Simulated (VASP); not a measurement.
## Zn: single point with PBE

Zn, a slab with vacuum:

```
Zn
1.0
     2.63563    0.00000    0.00000
    -1.31781    2.28252    0.00000
     0.00000    0.00000   28.73130
Zn
6
Direct
  0.83333 0.16667 0.28356
  0.16667 0.83333 0.37140
  0.83333 0.16667 0.45657
  0.16667 0.83333 0.54343
  0.83333 0.16667 0.62860
  0.16667 0.83333 0.71644
```

- Program: VASP 6.6.1
- Task: single point
- Functional: PBE
- Potentials or basis: VASP PAW PBE potentials, release 64 (Zn)
- Cutoff: 520 eV
- k mesh: 16 × 16 × 1
- Occupations: fermi-dirac, width 0.08 eV
- Spin: no spin polarisation

- Largest force: 0.008 eV/Å
- Band gap on the k mesh: zero (bands 36 and 37 overlap by 4.02 eV)

Forces on the atoms (eV/Å):
```
Zn   0.000  0.000 -0.004
Zn   0.000  0.000 -0.008
Zn   0.000  0.000  0.000
Zn   0.000  0.000 -0.001
Zn   0.000  0.000  0.005
Zn   0.000  0.000  0.007
```

Levels at points of the mesh, in eV from the Fermi level:
| k point | band 33 | band 34 | band 35 | band 36 | band 37 | band 38 | band 39 | band 40 |
| --- | --- | --- | --- | --- | --- | --- | --- | --- |
| (0.00, 0.00, 0.00) | -6.88 | -6.88 | -5.88 | -4.23 | -2.77 | -0.57 | 1.51 | 3.17 |
| (0.50, 0.00, 0.00) | -1.90 | -1.79 | -1.35 | -1.26 | 0.58 | 0.74 | 1.31 | 1.70 |

It took 3.2 min on 1 thread of AMD EPYC 9R45 96-Core Processor (Zen 5), with other jobs on the host, peak memory 0.34 GiB.
